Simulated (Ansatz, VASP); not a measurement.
MnS: VASP beside Ansatz

INCAR

```
  PREC = Accurate
  ENCUT = 520
  EDIFF = 1E-7
  ISMEAR = 0
  SIGMA = 0.011
  LREAL = F
  LASPH = T
  NELM = 150
  ALGO = Normal
  ISIF = 2
  LWAVE = F
  LCHARG = F
  ISPIN = 2
  MAGMOM = 4 0
  LORBIT = 11
  LMAXMIX = 4
  GGA = PE
  NBANDS = 20
```

Contents of KPOINTS:

```
regular mesh
0
Gamma
  9 9 9
```

POSCAR

```
MnS
1.0
    0.0000000000      2.4734634191      2.4734634191
    2.4734634191      0.0000000000      2.4734634191
    2.4734634191      2.4734634191      0.0000000000
Mn S
1 1
Direct
    0.0000000000      0.0000000000      0.0000000000
    0.7500000000      0.7500000000      0.7500000000
```

File input.yaml:

```yaml
crystal:
  lattice:
    - [0.0, 2.4734634191, 2.4734634191]
    - [2.4734634191, 0.0, 2.4734634191]
    - [2.4734634191, 2.4734634191, 0.0]
  atoms:
    - { symbol: Mn, position: [0.0, 0.0, 0.0], spin: 4.0 }
    - { symbol: S, position: [0.75, 0.75, 0.75] }
kpoints:
  mp_grid: { grid: [9, 9, 9] }
scf:
  occupations: { method: gaussian, width: 0.011 }
hamiltonian:
  xc: pbe
  pseudopotentials: { kind: all_electron, lapw: { basis_error: 0.001 } }
magnetization:
  spin_polarized: true
output:
  forces: true
  stress: true
  eigenvalues: true
```

Alike in both runs: task single point; functional PBE; k mesh 9 × 9 × 9; occupations gaussian, width 0.011 eV; collinear spin.

|  | VASP | Ansatz |
| --- | --- | --- |
| version | VASP 6.6.1 | Ansatz 0.2.0 |
| potentials or method | VASP PAW PBE potentials, release 64 (Mn_pv, S), cutoff 520 eV | all-electron LAPW, scalar-relativistic |

|  | VASP | Ansatz | Ansatz less VASP |
| --- | --- | --- | --- |
| gap on the k mesh at the Fermi level (eV) | none | none | - |
| pressure (GPa) | 3.2 | 2.9 | -0.29 |
| net moment per atom (μB) | 0.13 | 0.11 | -0.017 |
| size of the moment on the site where the two differ most (μB) | 0.23 | 0.21 | -0.017 |

Site moments also hang on the region over which each program counts them. A gap of «none» marks a metal or a gap that the smearing closes. Ansatz ran all-electron here, and VASP with PAW potentials.
